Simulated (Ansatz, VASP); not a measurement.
Si2Ni in VASP and in Ansatz

```
CELL_PARAMETERS angstrom
0.00000 2.63349 2.63349
2.63349 0.00000 2.63349
2.63349 2.63349 0.00000
ATOMIC_POSITIONS crystal
Si 0.25000 0.25000 0.25000
Si 0.75000 0.75000 0.75000
Ni 0.00000 0.00000 0.00000
```

Alike in both runs: task single point; functional PBE; dispersion D4; k mesh 6 × 6 × 6; occupations methfessel-paxton of order 1, width 0.07 eV; no spin polarisation.

|  | VASP | Ansatz |
| --- | --- | --- |
| version | VASP 6.6.1 | Ansatz 0.2.0 |
| potentials or method | VASP PAW PBE potentials, release 64 (Si, Ni), cutoff 600 eV | scalar-relativistic, plane waves, PAW |
| valence electrons in the cell | 18 | 26 |

VASP gave:

- gap on the k mesh at the Fermi level (eV): none
- pressure (GPa): 12.9

What did Ansatz give for the same quantities?

gap on the k mesh at the Fermi level (eV): none; pressure (GPa): 13.2.

A gap of «none» marks a metal or a gap that the smearing closes. VASP's potentials hold 18 valence electrons a cell and Ansatz's 26, so a difference there can come from the potentials and not from the codes.
